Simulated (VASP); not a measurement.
# BN (Fm-3m) in VASP: notebook, part 2 of 2

VASP 6.6.1. The steps go on from the part before.

**4. Single point, PBE (strain +0.5%)**

INCAR reads:

```
SYSTEM = BN
PREC = Accurate ; ENCUT = 520
EDIFF = 1E-7 ; ISMEAR = -1
SIGMA = 0.02 ; LREAL = .FALSE.
LASPH = .TRUE. ; NELM = 80
ALGO = Normal ; ISIF = 2
LWAVE = .FALSE. ; LCHARG = .FALSE.
GGA = PE ; NBANDS = 11
```

KPOINTS reads:

```
regular mesh
0
G
  12 12 12
  0 0 0
```

POSCAR reads:

```
BN
1.0
    0.0000000000      1.7545550698      1.7545550698
    1.7545550698      0.0000000000      1.7545550698
    1.7545550698      1.7545550698      0.0000000000
B N
1 1
Direct
    0.0000000000      0.0000000000      0.0000000000
    0.5000000000      0.5000000000      0.5000000000
```

Potentials or basis: VASP PAW PBE potentials, release 64 (B, N).

Launch:

```bash
> cat potpaw_PBE.64/B/POTCAR potpaw_PBE.64/N/POTCAR > POTCAR
> mpirun -np 1 vasp_std > vasp.out
```

OUTCAR:

```text
SYSTEM = BN
   PREC = Accurate
   ENCUT = 520
   EDIFF = 1E-7
   ISMEAR = -1
   LREAL = .FALSE.
   LASPH = .TRUE.
   NELM = 80
   ISIF = 2
   GGA = PE

 ion  position               nearest neighbor table
   1  0.000  0.000  0.000-   2 1.75   2 1.75   2 1.75   2 1.75   2 1.75   2 1.75
   2  0.500  0.500  0.500-   1 1.75   1 1.75   1 1.75   1 1.75   1 1.75   1 1.75

  LATTYP: Found a face centered cubic cell.
 ALAT       =     3.5091101396

  Lattice vectors:

 A1 = (   0.0000000000,   1.7545550698,   1.7545550698)
 A2 = (   1.7545550698,   0.0000000000,   1.7545550698)
 A3 = (   1.7545550698,   1.7545550698,   0.0000000000)

Analysis of symmetry for initial positions (statically):
=====================================================================
 Subroutine PRICEL returns:
 Original cell was already a primitive cell.

 Routine SETGRP: Setting up the symmetry group for a
 face centered cubic supercell.

 Subroutine GETGRP returns: Found 48 space group operations
 (whereof 48 operations were pure point group operations)
 out of a pool of 48 trial point group operations.

The static configuration has the point symmetry O_h .

Analysis of symmetry for dynamics (positions and initial velocities):
=====================================================================
 Subroutine PRICEL returns:
 Original cell was already a primitive cell.

 Routine SETGRP: Setting up the symmetry group for a
 face centered cubic supercell.

 Subroutine GETGRP returns: Found 48 space group operations
 (whereof 48 operations were pure point group operations)
 out of a pool of 48 trial point group operations.

The dynamic configuration has the point symmetry O_h .

 Subroutine INISYM returns: Found 48 space group operations
 (whereof 48 operations are pure point group operations),
 and found     1 'primitive' translations

----------------------------------------------------------------------------------------

                                     Primitive cell

  volume of cell :      10.8027

  direct lattice vectors                    reciprocal lattice vectors
     0.000000000  1.754555070  1.754555070    -0.284972532  0.284972532  0.284972532
     1.754555070  0.000000000  1.754555070     0.284972532 -0.284972532  0.284972532
     1.754555070  1.754555070  0.000000000     0.284972532  0.284972532 -0.284972532

  length of vectors
     2.481315576  2.481315576  2.481315576     0.493586903  0.493586903  0.493586903

  position of ions in fractional coordinates (direct lattice)
     0.000000000  0.000000000  0.000000000
     0.500000000  0.500000000  0.500000000

  ion indices of the primitive-cell ions
   primitive index   ion index
                 1           1
                 2           2

----------------------------------------------------------------------------------------

 KPOINTS: regular mesh

Automatic generation of k-mesh.
 Grid dimensions read from file:
 generate k-points for:   12   12   12

 Generating k-lattice:

  Cartesian coordinates                     Fractional coordinates (reciprocal lattice)
    -0.023747711  0.023747711  0.023747711     0.083333333  0.000000000  0.000000000
     0.023747711 -0.023747711  0.023747711     0.000000000  0.083333333  0.000000000
     0.023747711  0.023747711 -0.023747711     0.000000000  0.000000000  0.083333333

  Length of vectors
     0.041132242  0.041132242  0.041132242

  Shift w.r.t. Gamma in fractional coordinates (k-lattice)
     0.000000000  0.000000000  0.000000000

 Subroutine IBZKPT returns following result:
 ===========================================

 Found     72 irreducible k-points:

 Following reciprocal coordinates:
            Coordinates               Weight
  0.000000  0.000000  0.000000      1.000000
  0.083333  0.000000  0.000000      8.000000
  0.166667  0.000000  0.000000      8.000000
  0.250000  0.000000  0.000000      8.000000
  0.333333  0.000000  0.000000      8.000000
  0.416667  0.000000  0.000000      8.000000
[... 16 lines left out ...]
  0.500000  0.166667  0.000000     24.000000
 -0.416667  0.166667  0.000000     24.000000
 [... further k-points ...]
   k-points           NKPTS =     72   k-points in BZ     NKDIM =     72   number of bands    NBANDS=     11
   number of dos      NEDOS =    301   number of ions     NIONS =      2
   total plane-waves  NPLWV =   5832
   dimension x,y,z NGX =    18 NGY =   18 NGZ =   18
   dimension x,y,z NGXF=    36 NGYF=   36 NGZF=   36
   ions per type =               1   1
   NGX,Y,Z   is equivalent  to a cutoff of  12.06, 12.06, 12.06 a.u.
   NGXF,Y,Z  is equivalent  to a cutoff of  24.12, 24.12, 24.12 a.u.
 SYSTEM =  BN
   PREC   = accura    normal or accurate (medium, high low for compatibility)
   ISTART =      0    job   : 0-new  1-cont  2-samecut
   ICHARG =      2    charge: 1-file 2-atom 10-const
   ISPIN  =      1    spin polarized calculation?
   LNONCOLLINEAR =      F non collinear calculations
   LSORBIT =      F    spin-orbit coupling
   LASPH  =      T    aspherical Exc in radial PAW
   ENCUT  =  520.0 eV  38.22 Ry    6.18 a.u.   4.61  4.61  4.61*2*pi/ulx,y,z
   NELM   =     80;   NELMIN=  2; NELMDL= -5     # of ELM steps
   EDIFF  = 0.1E-06   stopping-criterion for ELM
   LREAL  =      F    real-space projection
   EDIFFG = 0.1E-05   stopping-criterion for IOM
   NSW    =      0    number of steps for IOM
   IBRION =     -1    ionic relax: 0-MD 1-quasi-New 2-CG
   NFREE  =      0    steps in history (QN), initial steepest desc. (CG)
   ISIF   =      2    stress and relaxation
   ISYM   =      2    0-nonsym 1-usesym 2-fastsym
   POTIM  = 0.5000    time-step for ionic-motion
   TEBEG  =    0.0;   TEEND  =   0.0 temperature during run
   PSTRESS=    0.0 pullay stress
   NELECT =       8.0000    total number of electrons
   NUPDOWN=      -1.0000    fix difference up-down
   EMIN   =  10.00;   EMAX   =-10.00  energy-range for DOS
   EFERMI =   0.00;   METHOD = LEGACY
   ISMEAR =    -1;   SIGMA  =   0.02  broadening in eV -4-tet -1-fermi 0-gaus
   EFERMI_NEDOS =   21; number of points for ismear=-14 and -15
   IALGO  =     38    algorithm
   IMIX   =      4    mixing-type and parameters
     AMIX     =   0.40;   BMIX     =  1.00
     AMIX_MAG =   1.60;   BMIX_MAG =  1.00
  volume/ion in A,a.u.               =       5.40        36.45
  Fermi-wavevector in a.u.,A,eV,Ry     =   1.481134  2.798938 29.847908  2.193759
  Thomas-Fermi vector in A             =   2.595082
   LORBIT       =      0    0 simple, 1 ext, 2 COOP (PROOUT), +10 PAW based schemes
   GGA     = PE    functional components
   LHFCALC =     F    Hartree Fock is set to
   AEXX    =    0.0000 exact exchange contribution
   IVDW    =     0    specifies the selected vdW correction
   LEPSILON=     F    determine dielectric tensor
   LRPA    =     F    only Hartree local field effects (RPA)
 non-spin polarized calculation
  energy-cutoff  :      520.00
  volume of cell :       10.80
 maximum number of plane-waves:       303
   NGX =  9   NGY =  9   NGZ =  9

 number of electron       7.9999999 magnetization

 Free energy of the ion-electron system (eV)
  ---------------------------------------------------
  ext. energy  EPLUGINS =         0.00000000
  ---------------------------------------------------
  free energy    TOTEN  =       -13.94572209 eV

  energy without entropy =      -13.94572209  energy(sigma->0) =      -13.94572209

 E-fermi :  10.7239     XC(G=0): -13.6857

 val. band max:       10.2434309774   @ k =  -0.1667   0.1667   0.0000
 cond. band min:      11.3286047393   @ k =   0.5000   0.5000   0.0000
 fundamental gap:      1.0851737619
 Fermi energy:        10.7238825088

 k-point     1 :       0.0000    0.0000    0.0000
  band No.  band energies     occupation
      1     -12.1131      2.00000
      2       9.3200      2.00000
      3       9.3200      2.00000
      4       9.3200      2.00000
      5      19.1033      0.00000
      6      22.1305      0.00000
      7      22.1305      0.00000
      8      22.1305      0.00000
      9      28.6971      0.00000
     10      28.6971      0.00000
     11      28.6971      0.00000
[... 309 lines left out ...]
 k-point    24 :      -0.4167    0.1667    0.0000
  band No.  band energies     occupation
      1      -6.4537      2.00000
      2      -1.4959      2.00000
      3       5.7517      2.00000
      4       8.2928      2.00000
      5      15.1225      0.00000
      6      17.1922      0.00000
      7      20.1329      0.00000
      8      24.4019      0.00000
      9      31.8441      0.00000
     10      34.5916      0.00000
     11      39.1214      0.00000

 [... further k-points ...]
[... 5 lines left out ...]
  --------------------------------------------------------------------------------------
  -------------------------------------------------------------------------------------
  Total       -0.1284648     -0.1284648     -0.1284648     -0.0000000     -0.0000000      0.0000000
  in kB      -19.0530161    -19.0530161    -19.0530161     -0.0000000     -0.0000000      0.0000000
  external PRESSURE =     -19.0530161 kB  Pullay stress =       0.0000000 kB

 VOLUME and BASIS-vectors are now :
 -----------------------------------------------------------------------------
  energy-cutoff  :      520.00
  volume of cell :       10.80
      direct lattice vectors                 reciprocal lattice vectors
     0.000000000  1.754555070  1.754555070    -0.284972532  0.284972532  0.284972532
     1.754555070  0.000000000  1.754555070     0.284972532 -0.284972532  0.284972532
     1.754555070  1.754555070  0.000000000     0.284972532  0.284972532 -0.284972532

 POSITION                                       TOTAL-FORCE (eV/Angst)
 -----------------------------------------------------------------------------------
      0.00000      0.00000      0.00000         0.000000     -0.000000     -0.000000
      1.75456      1.75456      1.75456        -0.000000      0.000000      0.000000
 -----------------------------------------------------------------------------------
    total drift:                               -0.000000     -0.000000     -0.000000

  FREE ENERGIE OF THE ION-ELECTRON SYSTEM (eV)
  ---------------------------------------------------
  free  energy   TOTEN  =       -13.9457220937 eV

  energy  without entropy=      -13.9457220937  energy(sigma->0) =      -13.94572209
```

Run time: 8.7 s. Hardware: 1 thread of Intel Xeon Platinum 8259CL at 2.50GHz (Skylake/Cascade Lake), shared host; peak memory 0.11 GiB.

Results:

```
Free energy            : -13.9457 eV
Pressure               : -1.9 GPa
Band gap on the k mesh : 1.09 eV, indirect (least direct gap 5.80 eV)
```

Caveat: the cell differs from its parent crystal (strain +0.5%). A k mesh can miss the band edges.

**5. Single point, r2SCAN (strain -4.0%)**

POSCAR reads:

```
BN
1.0
    0.0000000000      1.6759929025      1.6759929025
    1.6759929025      0.0000000000      1.6759929025
    1.6759929025      1.6759929025      0.0000000000
B N
1 1
Direct
    0.0000000000      0.0000000000      0.0000000000
    0.5000000000      0.5000000000      0.5000000000
```

INCAR.step1 reads:

```
SYSTEM = BN
PREC     = Accurate       ! precision mode
ENCUT    = 520            ! plane-wave cutoff, eV
ISMEAR   = 0              ! smearing method
SIGMA    = 0.01           ! smearing width, eV
LREAL    = .False.        ! projectors in reciprocal space
LASPH    = .True.         ! aspherical terms in the spheres
NELM     = 100            ! most SCF steps
NBANDS   = 11             ! bands
GGA      = PE             ! functional
ALGO     = Normal         ! electronic algorithm
EDIFF    = 1E-4           ! SCF threshold, eV
LWAVE    = .True.         ! write WAVECAR
LCHARG   = .False.        ! write CHGCAR
```

INCAR.step2 reads:

```
SYSTEM = BN
PREC     = Accurate       ! precision mode
ENCUT    = 520            ! plane-wave cutoff, eV
EDIFF    = 1E-7           ! SCF threshold, eV
ISMEAR   = 0              ! smearing method
SIGMA    = 0.01           ! smearing width, eV
LREAL    = .False.        ! projectors in reciprocal space
LASPH    = .True.         ! aspherical terms in the spheres
NELM     = 100            ! most SCF steps
ALGO     = Normal         ! electronic algorithm
ISIF     = 2              ! what is computed and relaxed
LWAVE    = .False.        ! write WAVECAR
LCHARG   = .False.        ! write CHGCAR
METAGGA  = R2SCAN         ! meta-GGA
LMIXTAU  = .True.       
NBANDS   = 11             ! bands
ISTART   = 1
```

KPOINTS reads:

```
regular mesh
0
Gamma
  12 12 12
  0 0 0
```

Launch:

```bash
> cat potpaw_PBE.64/B/POTCAR potpaw_PBE.64/N/POTCAR > POTCAR
> cp INCAR.step1 INCAR
> mpirun -np 1 vasp_std > vasp.out
> cp INCAR.step2 INCAR
> mpirun -np 1 vasp_std > vasp.out
```

It took 35 s on 1 thread of Intel Xeon Platinum 8259CL at 2.50GHz (Skylake/Cascade Lake), shared host; peak memory 0.12 GiB.

The run converged. Its results:

```yaml
Free_energy: -15.2065 eV
Pressure: 62.5 GPa
Band_gap_on_the_k_mesh: 2.35 eV, indirect (least direct gap 6.99 eV)
```

Levels at points of the mesh, in eV from the valence-band top:
```
           k point  band 1  band 2  band 3  band 4  band 5  band 6  band 7  band 8
(0.00, 0.00, 0.00)  -25.53   -0.99   -0.99   -0.99   12.70   14.52   14.52   14.52
(0.50, 0.00, 0.00)  -19.54  -14.46   -0.88   -0.88    6.11    6.11    9.21   17.07
(0.50, 0.50, 0.00)  -16.08  -13.88   -6.66   -6.66    2.35    9.39   17.71   17.71
```

Caveat: the cell differs from its parent crystal (strain -4.0%); the PAW data sets were made with another functional, which shifts forces and pressure a little. A k mesh can miss the band edges.

**6. The runs side by side**

| level | cell | smearing | gap on the mesh (eV) | pressure (GPa) |
| --- | --- | --- | --- | --- |
| PBE | a = 2.370 Å, angles 60.0°, 2 atoms | fermi-dirac 0.02 eV | 2.16 | 65.3 |
| PBE | a = 2.469 Å, angles 60.0°, 2 atoms | fermi-dirac 0.02 eV | 1.20 | 3.9 |
| PBE | a = 2.481 Å, angles 60.0°, 2 atoms | fermi-dirac 0.02 eV | 1.09 | -1.9 |
| r2SCAN | a = 2.370 Å, angles 60.0°, 2 atoms | gaussian 0.01 eV | 2.35 | 62.5 |

Alike in all rows: task single point; potentials or basis VASP PAW PBE potentials, release 64 (B, N); no spin polarisation; k mesh 12 × 12 × 12; cutoff (eV) 520.

Caveats: the PAW data sets were made with another functional, which shifts forces and pressure a little (some runs).

Total energies depend on the potentials used, so only differences within one code and one set of settings carry meaning.
